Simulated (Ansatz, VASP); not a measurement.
**One calculation of Ga2GeSe3, two programs**

```xyz
6
Lattice="-2.7326 2.7326 5.1702 2.7326 -2.7326 5.1702 2.7326 2.7326 -5.1702" Properties=species:S:1:pos:R:3 pbc="T T T"
Ga    0.0000    2.7326    5.0873
Ga    2.7326    0.0000    5.0873
Ge    0.0000    0.0000    4.9860
Se    0.0000    0.0000    2.4067
Se    2.7326    0.0000    2.4760
Se    0.0000    2.7326    2.4760
```

Alike in both runs: functional PBE; k mesh 4 × 4 × 4; occupations gaussian, width 0.1 eV; no spin polarisation.

Ansatz relaxed the structure, and its values are those at the end. VASP's run is a single point on that final structure, the one shown.

|  | VASP | Ansatz |
| --- | --- | --- |
| version | VASP 6.6.1 | Ansatz 0.2.0 |
| potentials or method | VASP PAW PBE potentials, release 64 (Ga_d, Ge_d, Se), cutoff 520 eV | scalar-relativistic, plane waves, PAW |
| valence electrons in the cell | 58 | 88 |

Ansatz gave:

| Property | Result |
| --- | --- |
| gap on the k mesh at the Fermi level (eV) | none |
| pressure (GPa) | 0.1 |
| rms of the force components (eV/Å) | 0.006 |

Estimate VASP's values.

gap on the k mesh at the Fermi level (eV): none; pressure (GPa): 0.2; rms of the force components (eV/Å): 0.003.

A gap of «none» marks a metal or a gap that the smearing closes. VASP's potentials hold 58 valence electrons a cell and Ansatz's 88, so a difference there can come from the potentials and not from the codes.

The k mesh is coarse, so the values compare programs but aren't converged.
